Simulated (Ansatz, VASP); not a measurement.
Two plane-wave programs on La2SiF2

The input INCAR:

```
ALGO = Normal
EDIFF = 1E-7
EDIFFG = -0.04
ENCUT = 600
GGA = PE
IBRION = 2
ISIF = 3
ISMEAR = 0
LASPH = T
LCHARG = F
LREAL = F
LWAVE = F
NELM = 80
NSW = 90
PREC = Accurate
SIGMA = 0.1
```

KPOINTS

```
k-points
0
Gamma
  4 4 4
```

The input POSCAR:

```
La2SiF2
1.0
    4.4404512000      0.0000000000      0.0000000000
    0.0000000000      4.4404512000      0.0000000000
    0.0000000000      0.0000000000      5.8523376100
La Si F
2 1 2
Direct
    0.5000000000      0.0000000000      0.5371660400
    0.0000000000      0.5000000000      0.5371660400
    0.0000000000      0.0000000000      0.2577901700
    0.5000000000      0.0000000000      0.0907440700
    0.0000000000      0.5000000000      0.0907440700
```

Input for Ansatz:

```yaml
crystal:
  lattice:
    - [4.4404512, 0.0, 0.0]
    - [0.0, 4.4404512, 0.0]
    - [0.0, 0.0, 5.85233761]
  atoms:
    - { symbol: La, position: [0.5, 0.0, 0.53716604] }
    - { symbol: La, position: [0.0, 0.5, 0.53716604] }
    - { symbol: Si, position: [0.0, 0.0, 0.25779017] }
    - { symbol: F, position: [0.5, 0.0, 0.09074407] }
    - { symbol: F, position: [0.0, 0.5, 0.09074407] }
basis:
  ecutwfc: 420
kpoints:
  mp_grid: { grid: [4, 4, 4] }
hamiltonian:
  xc: pbe
scf:
  occupations: { method: gaussian, width: 0.1 }
  lower_state_search: "off"
output:
  forces: true
  stress: true
  eigenvalues: true
relax:
  adjacent_minimum: "off"
  f_tol: 0.04
  max_steps: 70
  cell: { stress_tol: 0.4 }
```

Alike in both runs: task relaxation of cell and atoms; functional PBE; k mesh 4 × 4 × 4; occupations gaussian, width 0.1 eV; no spin polarisation.

|  | VASP | Ansatz |
| --- | --- | --- |
| version | VASP 6.6.1 | Ansatz 0.2.0 |
| potentials or method | VASP PAW PBE potentials, release 64 (La, Si, F), cutoff 600 eV | scalar-relativistic, plane waves, PAW |
| valence electrons in the cell | 40 | 40 |

VASP gave:

* gap on the k mesh at the Fermi level, each at its own relaxed structure (eV): none
* relaxed volume (Å³/atom): 30.84
* relaxed cell length with the largest relative difference (Å): 5.778

Q: Estimate Ansatz's values.

A: gap on the k mesh at the Fermi level, each at its own relaxed structure (eV): none; relaxed volume (Å³/atom): 33.86; relaxed cell length with the largest relative difference (Å): 6.061.

A gap of «none» marks a metal or a gap that the smearing closes. One of these differences is far larger than is usual between the two programs; its cause wasn't traced.

Neither program's run includes spin-orbit coupling. Noted on VASP's run: the volume moved by over 15 % at a fixed basis, so the end points are rough.
